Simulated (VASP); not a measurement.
Write the native input for VASP 6.6.1 that does the following.

| Item | Value |
| --- | --- |
| Task | single point |
| Functional | PBE |
| Potentials or basis | VASP PAW PBE potentials, release 64 (Ti_sv, Sn_d, O) |
| Cutoff | 600 eV |
| k mesh | 6 × 6 × 6 |
| Occupations | gaussian, width 0.01 eV |
| Spin | no spin polarisation |
| Dipole correction | no |
| Further INCAR settings | ALGO = Normal; EDIFF = 1e-06; NBANDS = 63 |

The structure of TiSn3O8 lies in POSCAR:

```
TiSn3O8
1.0
   -3.1772904831      3.3784976655      3.3837916435
    3.1772904831     -3.3784976655      3.3837916435
    3.1772904831      3.3784976655     -3.3837916435
Ti Sn O
1 3 8
Direct
    0.0000000000      0.0000000000      0.0000000000
    0.0000000000      0.5000000000      0.5000000000
    0.5000000000      0.2488107549      0.7488107549
    0.5000000000      0.7511892451      0.2511892451
    0.7002493891      0.0000000000      0.7002493891
    0.6960241165      0.5000000000      0.1960241165
    0.1894512013      0.9516690347      0.7622178334
    0.1894512013      0.4272333679      0.2377821666
    0.2997506109      0.0000000000      0.2997506109
    0.3039758835      0.5000000000      0.8039758835
    0.8105487987      0.5727666321      0.7622178334
    0.8105487987      0.0483309653      0.2377821666
```

The input as run:

INCAR

```
SYSTEM = TiSn3O8
  PREC = Accurate
  ENCUT = 600
  EDIFF = 1E-6
  ISMEAR = 0
  SIGMA = 0.01
  LREAL = .FALSE.
  LASPH = .TRUE.
  NELM = 120
  ALGO = Normal
  ISIF = 2
  LWAVE = .FALSE.
  LCHARG = .TRUE.
  GGA = PE
  LELF = .TRUE.
  LVHAR = .TRUE.
  NBANDS = 63
  GGA_COMPAT = .FALSE.
```

KPOINTS

```
Automatic mesh
0
G
  6 6 6
  0 0 0
```

Potentials or basis: VASP PAW PBE potentials, release 64 (Ti_sv, Sn_d, O).

Run with:

```bash
$ cat potpaw_PBE.64/Ti_sv/POTCAR potpaw_PBE.64/Sn_d/POTCAR potpaw_PBE.64/O/POTCAR > POTCAR
$ mpirun -np 1 vasp_std > vasp.out
```

Results of the run:

```yaml
Pressure: 0.4 GPa
Largest_force: 0.025 eV/Å
Band_gap_on_the_k_mesh: 1.71 eV
```

Caveat: spin-orbit coupling is left out, which moves the levels of the heavy elements.

Run time: 13 min on 1 thread of Intel Xeon 8259CL, on a shared host, peak memory 0.6 GiB.
